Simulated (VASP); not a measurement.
Wanted: the native input for a VASP 6.6.1 run.

```
Task                   : relaxation of cell and atoms
Functional             : LDA
Potentials or basis    : VASP PAW LDA potentials, release 64 (Y_sv, Tl_d)
Cutoff                 : 600 eV
k mesh                 : 5 × 5 × 5
Occupations            : gaussian, width 0.05 eV
Spin                   : no spin polarisation
Dipole correction      : no
Further INCAR settings : ALGO = Normal; EDIFF = 1e-07; IBRION = 2; EDIFFG = -0.01; NSW = 80; ISIF = 3
```

The structure of YTl lies in POSCAR:

```
YTl
1.0
    0.0000000000      3.3761114185      3.3761114185
    3.3761114185      0.0000000000      3.3761114185
    3.3761114185      3.3761114185      0.0000000000
Y Tl
1 1
Direct
    0.0000000000      0.0000000000      0.0000000000
    0.2500000000      0.2500000000      0.2500000000
```

These files were run (other wordings do the same):

INCAR

```
SYSTEM = YTl
PREC = Accurate ; ENCUT = 600
EDIFF = 1E-7 ; ISMEAR = 0
SIGMA = 0.05 ; LREAL = .FALSE.
LASPH = .TRUE. ; NELM = 80
ALGO = Normal ; ISIF = 3
LWAVE = .FALSE. ; LCHARG = .FALSE.
IBRION = 2 ; NSW = 80
EDIFFG = -0.01
```

KPOINTS

```
regular mesh
0
G
  5 5 5
  0 0 0
```

Potentials or basis: VASP PAW LDA potentials, release 64 (Y_sv, Tl_d).

Command:

```sh
$ cat potpaw_LDA.64/Y_sv/POTCAR potpaw_LDA.64/Tl_d/POTCAR > POTCAR
$ mpirun -np 1 vasp_std > vasp.out
```

It gave:

| Quantity | Value |
| --- | --- |
| Relaxed volume | 38.64 Å³/atom |
| Relaxed cell | a = 4.781 Å, b = 4.781 Å, c = 4.781 Å, α = 60.00°, β = 60.00°, γ = 60.00° |
| Space group after relaxing (to 0.1 Å) | F-43m (No. 216) |
| Energy gained by relaxing | 0.0 meV/atom |
| Ionic steps | 2 |
| Pressure after relaxing | 0.0 GPa |
| Band gap on the k mesh | zero (bands 12 and 13 overlap by 0.89 eV) |

Caveat: spin-orbit coupling is left out, which moves the levels of the heavy elements.

Run time: 40 s on 1 thread of Intel(R) Xeon(R) Platinum 8488C (Sapphire Rapids), on a shared host, peak memory 0.21 GiB.
